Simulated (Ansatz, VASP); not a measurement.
# One calculation of Cu, two programs

```
Cu
1.0
     0.00000    1.75882    1.75882
     1.75882    0.00000    1.75882
     1.75882    1.75882    0.00000
Cu
1
Cartesian
  0.0000 0.0000 0.0000
```

Alike in both runs: task single point; functional LDA; k mesh 15 × 15 × 15; no spin polarisation.

|  | VASP | Ansatz |
| --- | --- | --- |
| version | VASP 6.6.1 | Ansatz 0.2.0 |
| potentials or method | VASP PAW LDA potentials, release 64 (Cu), cutoff 520 eV | plane waves (420 eV) with PAW, scalar-relativistic |
| occupations | methfessel-paxton of order 1, width 0.1 eV | cold, width 0.1 eV |
| valence electrons in the cell | 11 | 19 |

|  | VASP | Ansatz | Ansatz less VASP |
| --- | --- | --- | --- |
| pressure (GPa) | 0.7 | -0.1 | -0.82 |

Ansatz warns that its potentials were made for another functional, while VASP's fit it. LDA's correlation is that of Perdew and Zunger in VASP and of Perdew and Wang (1992) in Ansatz. VASP's potentials hold 11 valence electrons a cell and Ansatz's 19, so a difference there can come from the potentials and not from the codes.
